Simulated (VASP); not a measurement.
A run of VASP 6.6.1:

POSCAR

```
NiO
1.0
    2.0752721545      2.0752721545      0.0000000000
   -2.0752721545      2.0752721545      0.0000000000
    0.0000000000      0.0000000000      4.3561408738
Ni O
2 2
Direct
    0.0000000000      0.0000000000      0.0000000000
    0.5000000000      0.5000000000      0.5000000000
    0.5000000000      0.5000000000      0.0000000000
    0.0000000000      0.0000000000      0.5000000000
```

Contents of INCAR.step1:

```
SYSTEM = NiO
PREC = Accurate ; ENCUT = 520
ISMEAR = 0 ; SIGMA = 0.02
LREAL = .False. ; LASPH = .True.
NELM = 150 ; ISPIN = 2
MAGMOM = 1.83 1.83 0.31 0.31 ; LMAXMIX = 4
NBANDS = 28 ; GGA = PE
ALGO = Normal ; EDIFF = 1E-4
LWAVE = .True. ; LCHARG = .False.
```

The input INCAR.step2:

```
SYSTEM = NiO
PREC = Accurate ; ENCUT = 520
EDIFF = 1E-6 ; ISMEAR = 0
SIGMA = 0.02 ; LREAL = .False.
LASPH = .True. ; NELM = 150
ALGO = Normal ; ISIF = 2
LWAVE = .False. ; LCHARG = .False.
ISPIN = 2 ; MAGMOM = 1.83 1.83 0.31 0.31
LORBIT = 11 ; LMAXMIX = 4
METAGGA = R2SCAN ; LMIXTAU = .True.
NBANDS = 28 ; ISTART = 1
```

File KPOINTS:

```
regular mesh
0
Gamma
  10 10 8
  0 0 0
```

Potentials or basis: VASP PAW PBE potentials, release 64 (Ni, O).

The run is started by

```sh
$ cat potpaw_PBE.64/Ni/POTCAR potpaw_PBE.64/O/POTCAR > POTCAR
$ cp INCAR.step1 INCAR
$ mpirun -np 1 vasp_std > vasp.out
$ cp INCAR.step2 INCAR
$ mpirun -np 1 vasp_std > vasp.out
```

Hardware: 1 thread of AMD EPYC 9R45 96-Core Processor (Zen 5) (shared host).

How long does it take, and how much memory?

Wall time 6.9 min on 1 thread of AMD EPYC 9R45 96-Core Processor (Zen 5), with other jobs on the host, peak memory 0.25 GiB. Counts: k points 105.
